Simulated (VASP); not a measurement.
Here is a VASP 6.6.1 calculation.

Contents of INCAR:

```
ALGO = Normal
EDIFF = 1E-8
ENCUT = 400
GGA = PE
GGA_COMPAT = F
ISIF = 2
ISMEAR = -1
LASPH = T
LCHARG = F
LEFG = T
LREAL = F
LWAVE = F
NBANDS = 11
NELM = 120
PREC = Accurate
SIGMA = 0.02
```

Contents of KPOINTS:

```
k-points
0
Gamma
  9 9 9
```

The input POSCAR:

```
AlP
1.0
    0.0000000000      2.7255000000      2.7255000000
    2.7255000000      0.0000000000      2.7255000000
    2.7255000000      2.7255000000      0.0000000000
Al P
1 1
Direct
    0.0000000000      0.0000000000      0.0000000000
    0.2500000000      0.2500000000      0.2500000000
```

Potentials or basis: VASP PAW PBE potentials, release 64 (Al, P).

Command:

```console
$ cat potpaw_PBE.64/Al/POTCAR potpaw_PBE.64/P/POTCAR > POTCAR
$ mpirun -np 1 vasp_std > vasp.out
```

(1) Estimate the pressure.

(2) Predict the band gap on the k mesh.

Results:

(1) 2.6 GPa.

(2) 1.65 eV, indirect (least direct gap 3.35 eV).

Caveat: without QUAD_EFG the Cq values of the log hold for a quadrupole moment of 1 mb, not for the nuclei.
